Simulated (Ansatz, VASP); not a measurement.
## Ge2Sb2Te5 in VASP and in Ansatz

The input INCAR:

```
  ALGO = Normal
  EDIFF = 1E-6
  ENCUT = 520
  ISIF = 2
  ISMEAR = -1
  LASPH = T
  LCHARG = T
  LELF = T
  LREAL = F
  LVHAR = T
  LWAVE = F
  NBANDS = 44
  NELM = 100
  PREC = Accurate
  SIGMA = 0.05
```

KPOINTS

```
k-points
0
Gamma
  5 5 4
```

The input POSCAR:

```
Ge2Sb2Te5
1.0
    6.8391360000     -3.0660060000      0.0000000000
    6.8391360000      3.0660060000      0.0000000000
   -6.8309770000      0.0000000000      6.8476090000
Te Sb Ge
5 2 2
Direct
    0.5947020000      0.5947020000      0.3864330000
    0.7952880000      0.7952880000      0.1961120000
    0.0083240000      0.0083240000      0.0064350000
    0.2065190000      0.2065190000      0.8098030000
    0.3999590000      0.3999590000      0.5971180000
    0.9017080000      0.9017080000      0.5878730000
    0.1118700000      0.1118700000      0.4173520000
    0.2842870000      0.2842870000      0.1878300000
    0.4973430000      0.4973430000      0.0110440000
```

Contents of input.yaml:

```yaml
crystal:
  lattice:
    - [6.839136, -3.066006, 0.0]
    - [6.839136, 3.066006, 0.0]
    - [-6.830977, 0.0, 6.847609]
  atoms:
    - { symbol: Te, position: [0.594702, 0.594702, 0.386433] }
    - { symbol: Te, position: [0.795288, 0.795288, 0.196112] }
    - { symbol: Te, position: [0.008324, 0.008324, 0.006435] }
    - { symbol: Te, position: [0.206519, 0.206519, 0.809803] }
    - { symbol: Te, position: [0.399959, 0.399959, 0.597118] }
    - { symbol: Sb, position: [0.901708, 0.901708, 0.587873] }
    - { symbol: Sb, position: [0.11187, 0.11187, 0.417352] }
    - { symbol: Ge, position: [0.284287, 0.284287, 0.18783] }
    - { symbol: Ge, position: [0.497343, 0.497343, 0.011044] }
hamiltonian:
  xc: lda
  pseudopotentials: { kind: paw }
kpoints:
  mp_grid: { grid: [5, 5, 4] }
  band_path:
    path:
      - [[-0.5, -0.5, 0.5], [0.0, 0.0, 0.0], [0.0, 0.0, -0.5]]
      - [[-0.5, -0.5, 0.0], [0.0, 0.0, 0.0], [0.5, 0.0, 0.0]]
      - [[0.0, -0.5, 0.5], [0.0, 0.0, 0.0], [0.5, 0.0, -0.5]]
      - [[0.0, -0.5, 0.0], [0.0, 0.0, 0.0]]
    npoints: 10
scf:
  occupations: { method: fermi_dirac, width: 0.05 }
  n_extra_bands: 22
output:
  forces: true
  stress: true
  eigenvalues: true
  fatbands: true
  write_density: true
  write_potential: true
  elf: true
  volumetric_format: npy
```

Alike in both runs: functional LDA; k mesh 5 × 5 × 4; occupations fermi-dirac, width 0.05 eV; no spin polarisation.

```csv
,VASP,Ansatz
version,VASP 6.6.1,Ansatz 0.2.0
potentials or method,"VASP PAW LDA potentials, release 64 (Te, Sb, Ge_d)",Ansatz PAW
plane-wave cutoff (eV),520,420
valence electrons in the cell,68,138
task,single point,band structure
```

Ansatz gave:

* gap on the k mesh at the Fermi level (eV): 0.26
* least direct gap on the mesh (eV): 0.33
* pressure (GPa): -3.5
* traceless stress, the component that is largest in VASP (GPa): -0.21
* rms of the force components (eV/Å): 0.087

Estimate VASP's values.

gap on the k mesh at the Fermi level (eV): 0.25; least direct gap on the mesh (eV): 0.32; pressure (GPa): -3.4; traceless stress, the component that is largest in VASP (GPa): -0.23; rms of the force components (eV/Å): 0.079.

LDA's correlation is that of Perdew and Zunger in VASP and of Perdew and Wang (1992) in Ansatz. Atom by atom the forces differ by 0.010 eV/Å (rms over components). VASP's potentials hold 68 valence electrons a cell and Ansatz's 138, so a difference there can come from the potentials and not from the codes.

Neither program's run includes spin-orbit coupling. Noted on Ansatz's run: the k mesh misses the band edges, so the gap on the mesh is wider than the one along the path.
